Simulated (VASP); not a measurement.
GaN, 4 atoms in the cell. It takes space group P6_3mc (No. 186, hexagonal). Conventional cell: a = 3.180 Å, b = 3.180 Å, c = 5.166 Å, α = 90.00°, β = 90.00°, γ = 120.00°. Ga (site symmetry 3m) has 4 N at 1.94 to 1.95 Å within 2.6 Å. N (site symmetry 3m) has 4 Ga at 1.94 to 1.95 Å within 2.6 Å. 

| Property | Result |
| --- | --- |
| Program | VASP 6.6.1 |
| Task | single point |
| Functional | PBE0 |
| Potentials or basis | VASP PAW PBE potentials, release 64 (Ga_d, N) |
| Cutoff | 520 eV |
| k mesh | 6 × 6 × 3 |
| Occupations | fermi-dirac, width 0.05 eV |
| Spin | no spin polarisation |
| Dipole correction | no |
| Grid for exact exchange (PRECFOCK) | Normal |
| Further INCAR settings | ALGO = Normal; EDIFF = 1e-06; NBANDS = 26 |
| Share of exact exchange | 0.25 |

Potentials or basis: VASP PAW PBE potentials, release 64 (Ga_d, N).

Launch:

```bash
$ cat potpaw_PBE.64/Ga_d/POTCAR potpaw_PBE.64/N/POTCAR > POTCAR
$ cp INCAR.step1 INCAR
$ mpirun -np 1 vasp_std > vasp.out
$ cp INCAR.step2 INCAR
$ mpirun -np 1 vasp_std > vasp.out
```

Hardware: 1 thread of Oxide Virtual Turin-like Processor, on a shared host.

Task: Estimate the wall time of this run.

Result: Run time: 76 min on 1 thread of Oxide Virtual Turin-like Processor, on a shared host, peak memory 0.15 GiB. Counts: k points 14.
